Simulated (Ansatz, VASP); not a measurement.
## K2PdC2 in VASP and in Ansatz

```
K Pd C
1.0
     5.11818    0.00000    0.00000
    -2.55909    4.43248    0.00000
     0.00000    0.00000    5.25814
K Pd C
2 1 2
Direct
  0.66667 0.33333 0.72020
  0.33333 0.66667 0.27980
  0.00000 0.00000 0.00000
  0.00000 0.00000 0.60831
  0.00000 0.00000 0.36792
```

Change from the starting cell: all C atoms moved +0.062 Å, as atom 4 towards its neighbour atom 5 (C) at 1.264 Å.

Alike in both runs: task single point; functional LDA; k mesh 6 × 6 × 6; occupations gaussian, width 0.05 eV; no spin polarisation.

```csv
,VASP,Ansatz
version,VASP 6.6.1,Ansatz 0.2.0
potentials or method,"VASP PAW LDA potentials, release 64 (K_sv, Pd, C), cutoff 520 eV","scalar-relativistic, plane waves, PAW"
valence electrons in the cell,36,44
```

|  | VASP | Ansatz | Ansatz less VASP |
| --- | --- | --- | --- |
| gap on the k mesh at the Fermi level (eV) | 1.35 | 1.35 | -0.003 |
| least direct gap on the mesh (eV) | 1.38 | 1.38 | -0.003 |
| pressure (GPa) | -2.3 | -2.4 | -0.13 |
| traceless stress, the component that is largest in VASP (GPa) | -0.85 | -0.97 | -0.124 |
| rms of the force components (eV/Å) | 0.385 | 0.375 | -0.0097 |

LDA's correlation is that of Perdew and Zunger in VASP and of Perdew and Wang (1992) in Ansatz. Atom by atom the forces differ by 0.020 eV/Å (rms over components). VASP's potentials hold 36 valence electrons a cell and Ansatz's 44, so a difference there can come from the potentials and not from the codes.
